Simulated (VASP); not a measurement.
**TiSn: single point with RPBE**

Crystal: TiSn.

```xyz
2
Lattice="0.0000 2.8005 2.8005 2.8005 0.0000 2.8005 2.8005 2.8005 0.0000" Properties=species:S:1:pos:R:3 pbc="T T T"
Ti    0.0000    0.0000    0.0000
Sn    2.8005    2.8005    2.8005
```

```json
{
 "Program": "VASP 6.6.1",
 "Task": "single point",
 "Functional": "RPBE",
 "Potentials or basis": "VASP PAW PBE potentials, release 64 (Ti_sv, Sn_d)",
 "Cutoff": "520 eV",
 "k mesh": "5 × 5 × 5",
 "Occupations": "fermi-dirac, width 0.05 eV",
 "Spin": "no spin polarisation"
}
```

* Pressure: 2.2 GPa
* Band gap on the k mesh: zero (band 13 reaches 8.44 eV, above the bottom of band 14 at 8.21 eV)

Levels at points of the mesh, in eV from the Fermi level:
| k point | band 10 | band 11 | band 12 | band 13 | band 14 | band 15 | band 16 | band 17 |
| --- | --- | --- | --- | --- | --- | --- | --- | --- |
| (0.00, 0.00, 0.00) | -9.67 | 0.14 | 0.14 | 0.14 | 0.46 | 0.46 | 3.35 | 3.35 |

Run time: 63 s on 1 thread of Intel(R) Xeon(R) Platinum 8259CL CPU @ 2.50GHz (Skylake/Cascade Lake), on a shared host, peak memory 0.16 GiB.

Caveat: the k points lie up to 0.39 Å⁻¹ apart; the PAW data sets were made with another functional, which shifts forces and pressure a little; spin-orbit coupling is left out, which moves the levels of the heavy elements.
